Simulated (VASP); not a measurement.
Here is a VASP 6.6.1 calculation.

Contents of INCAR:

```
PREC = Accurate ; ENCUT = 520
EDIFF = 1E-6 ; ISMEAR = 0
SIGMA = 0.1 ; LREAL = F
LASPH = T ; NELM = 80
ALGO = Normal ; ISIF = 2
LWAVE = F ; LCHARG = F
GGA = PE ; NBANDS = 32
```

Contents of KPOINTS:

```
Automatic mesh
0
Gamma
  8 8 6
```

The input POSCAR:

```
TlAs2
1.0
    5.0164201950      0.0000000000      0.0000000000
    0.0000000000      5.0164201950      0.0000000000
    0.0000000000      0.0000000000      6.8809283736
Tl As
2 4
Direct
    0.0000000000      0.5000000000      0.6731709806
    0.5000000000      0.0000000000      0.3268290194
    0.0000000000      0.0000000000      0.0000000000
    0.5000000000      0.5000000000      0.0000000000
    0.0000000000      0.5000000000      0.1426552928
    0.5000000000      0.0000000000      0.8573447072
```

Potentials or basis: VASP PAW PBE potentials, release 64 (Tl_d, As).

The run is started by

```bash
$ cat potpaw_PBE.64/Tl_d/POTCAR potpaw_PBE.64/As/POTCAR > POTCAR
$ mpirun -np 1 vasp_std > vasp.out
```

Q: Predict the band gap on the k mesh.

A: Zero (bands 23 and 24 overlap by 1.05 eV).

Q: Estimate the largest force.

A: 0.016 eV/Å.

Q: What does it give for the pressure?

A: 0.0 GPa.

Forces in eV/Å, atoms in the order of the input:
```
Tl   0.000  0.000 -0.001
Tl   0.000  0.000  0.001
As   0.000  0.000  0.000
As   0.000  0.000  0.000
As   0.000  0.000  0.016
As   0.000  0.000 -0.016
```

Caveat: spin-orbit coupling is left out, which moves the levels of the heavy elements.
